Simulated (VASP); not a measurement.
SiC: relaxation of cell and atoms with PBE

SiC:

```
CELL_PARAMETERS angstrom
2.78885 0.00000 0.00000
-1.39442 2.41521 0.00000
0.00000 0.00000 4.59487
ATOMIC_POSITIONS crystal
Si 0.33333 0.66667 0.75000
Si 0.66667 0.33333 0.25000
C 0.00000 0.00000 0.00000
C 0.00000 0.00000 0.50000
```

```yaml
Program: VASP 6.6.1
Task: relaxation of cell and atoms
Functional: PBE
Potentials_or_basis: VASP PAW PBE potentials, release 64 (Si, C)
Cutoff: 600 eV
k_mesh: 9 × 9 × 4
Occupations: gaussian, width 0.1 eV
Spin: no spin polarisation
Dipole_correction: no
Further_INCAR_settings: ALGO = Normal; EDIFF = 1e-06; IBRION = 2; EDIFFG = -0.04; NSW = 90; ISIF = 3
```

| Item | Value |
| --- | --- |
| Relaxed volume | 9.06 Å³/atom |
| Relaxed cell | a = 2.860 Å, b = 2.860 Å, c = 5.117 Å, α = 90.00°, β = 90.00°, γ = 120.00° |
| Space group after relaxing (to 0.1 Å) | P6_3/mmc (No. 194) |
| Energy gained by relaxing | 238.2 meV/atom |
| Ionic steps | 5 |
| Pressure after relaxing | 0.3 GPa |
| Band gap on the k mesh | zero (bands 8 and 9 overlap by 3.27 eV) |

Stress tensor (GPa, compression positive):
```
 0.67  0.00  0.00
 0.00  0.67  0.00
 0.00  0.00 -0.56
```

The path:
| step | energy change (eV) | largest force (eV/Å) | pressure (GPa) | volume (Å³) |
| --- | --- | --- | --- | --- |
| 1 | 0.0000 | 0.0000 | 47.98 | 30.95 |
| 2 | -0.4431 | 0.0000 | -22.53 | 42.37 |
| 3 | -0.9379 | 0.0000 | -2.25 | 36.83 |
| 4 | -0.9378 | 0.0000 | -1.54 | 36.71 |
| 5 | -0.9527 | 0.0000 | 0.26 | 36.24 |

Final structure:
```
CELL_PARAMETERS angstrom
2.85987 0.00000 0.00000
-1.42993 2.47672 0.00000
0.00000 0.00000 5.11690
ATOMIC_POSITIONS crystal
Si 0.33333 0.66667 0.75000
Si 0.66667 0.33333 0.25000
C 0.00000 0.00000 0.00000
C 0.00000 0.00000 0.50000
```

Levels at points of the mesh, in eV from the Fermi level:
```
           k point  band 5  band 6  band 7  band 8  band 9  band 10  band 11  band 12
(0.00, 0.00, 0.00)   -0.68   -0.63    1.45    1.45    4.15     6.17     6.17     7.26
(0.00, 0.00, 0.50)    0.20    0.20    0.20    0.20    6.04     6.04     7.55     7.55
```

It used 34 s of CPU time on 1 thread of Intel(R) Xeon(R) Platinum 8488C (Sapphire Rapids), on a shared host.

Caveat: the volume moved by over 15 % at a fixed basis, so the end points are rough.
